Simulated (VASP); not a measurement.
Rh, 2 atoms in the cell. The structure is hexagonal, space group P6_3/mmc (No. 194). The conventional cell has a = 2.649 Å, b = 2.649 Å, c = 4.362 Å, α = 90.00°, β = 90.00°, γ = 120.00°. Within 3.5 Å of Rh (site symmetry -6m2) lie 12 Rh at 2.65 to 2.66 Å. This isn't the form of Rh at room conditions, which is fcc. This cell differs from its parent crystal: strain -0.030 along x and y, -0.015 along z.

| Property | Result |
| --- | --- |
| Program | VASP 6.6.1 |
| Task | single point |
| Functional | PBEsol |
| Potentials or basis | VASP PAW PBE potentials, release 64 (Rh_pv) |
| Cutoff | 520 eV |
| k mesh | 18 × 18 × 12 |
| Occupations | gaussian, width 0.15 eV |
| Spin | no spin polarisation |
| Dipole correction | no |
| Further INCAR settings | ALGO = Fast; EDIFF = 1e-07; NBANDS = 22 |

Potentials or basis: VASP PAW PBE potentials, release 64 (Rh_pv).

The run is started by

```bash
$ cat potpaw_PBE.64/Rh_pv/POTCAR > POTCAR
$ mpirun -np 1 vasp_std > vasp.out
```

Hardware: 1 thread of AMD EPYC 9R45 96-Core Processor (Zen 5), with other jobs on the host.

Q: How long does it take, and how much memory?

A: It took 66 s on 1 thread of AMD EPYC 9R45 96-Core Processor (Zen 5), on a shared host, peak memory 0.2 GiB. Counts: scf iterations 16, k points 259.
